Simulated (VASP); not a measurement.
Set up this calculation in VASP 6.6.1, as the native input.

- Task: single point
- Functional: LDA
- Potentials or basis: VASP PAW LDA potentials, release 64 (Pt, S)
- Cutoff: 520 eV
- k mesh: 6 × 6 × 2
- Occupations: gaussian, width 0.05 eV
- Spin: collinear spin
- Starting moments: [2.0, 2.0, 0.0, 0.0, 0.0, 0.0] μB
- Fixed moment: 4 μB
- Hubbard terms: Pt d U = 5.0 eV, J = 0.9 eV
- Dipole correction: no
- LDAUTYPE: 1
- Hund's J: 0.9
- Further INCAR settings: ALGO = Normal; EDIFF = 1e-06; NBANDS = 35

The structure of PtS2 lies in POSCAR:

```
PtS2
1.0
    3.5431995400      0.0000000000      0.0000000000
   -1.7715997700      3.0685008100      0.0000000000
    0.0000000000      0.0000000000     10.0776001800
Pt S
2 4
Direct
    0.0000000000      0.0000000000      0.0000000000
    0.0000000000      0.0000000000      0.5000000000
    0.3333333333      0.6666666667      0.1250000000
    0.6666666667      0.3333333333      0.3750000000
    0.3333333333      0.6666666667      0.6250000000
    0.6666666667      0.3333333333      0.8750000000
```

The input as run:

INCAR

```
SYSTEM = PtS2
PREC     = Accurate       ! precision mode
ENCUT    = 520            ! plane-wave cutoff, eV
EDIFF    = 1E-6           ! SCF threshold, eV
ISMEAR   = 0              ! smearing method
SIGMA    = 0.05           ! smearing width, eV
LREAL    = .False.        ! projectors in reciprocal space
LASPH    = .True.         ! aspherical terms in the spheres
NELM     = 150            ! most SCF steps
ALGO     = Normal         ! electronic algorithm
ISIF     = 2              ! what is computed and relaxed
LWAVE    = .False.        ! write WAVECAR
LCHARG   = .False.        ! write CHGCAR
ISPIN    = 2              ! spin polarisation
MAGMOM   = 2 2 0 0 0 0    ! initial moments
LORBIT   = 11             ! projections on sites
NUPDOWN  = 4.0            ! fixed moment
LMAXMIX  = 4              ! l up to which the mixer works
LDAU     = .True.         ! DFT+U
LDAUTYPE = 1            
LDAUL    = 2 -1           ! shell
LDAUU    = 5 0            ! U, eV
LDAUJ    = 0.9 0        
LDAUPRINT= 1            
GGA      = CA             ! functional
NBANDS   = 35             ! bands
```

KPOINTS

```
regular mesh
0
Gamma
  6 6 2
  0 0 0
```

Potentials or basis: VASP PAW LDA potentials, release 64 (Pt, S).

Launch:

```console
$ cat potpaw_LDA.64/Pt/POTCAR potpaw_LDA.64/S/POTCAR > POTCAR
$ mpirun -np 1 vasp_std > vasp.out
```

It gave:

```
Pressure                                              : -2.5 GPa
Largest force                                         : 0.387 eV/Å
Net moment                                            : 4.00 μB per cell
Site moments                                          : Pt +0.72; S +0.42 μB
Valence electrons inside the program's atomic spheres : Pt 9.73; S 3.57
```

Caveat: the total moment is fixed, so each spin has its own Fermi level.

Wall time 2.4 min on 1 thread of Intel Xeon 8259CL, on a shared host, peak memory 0.26 GiB.
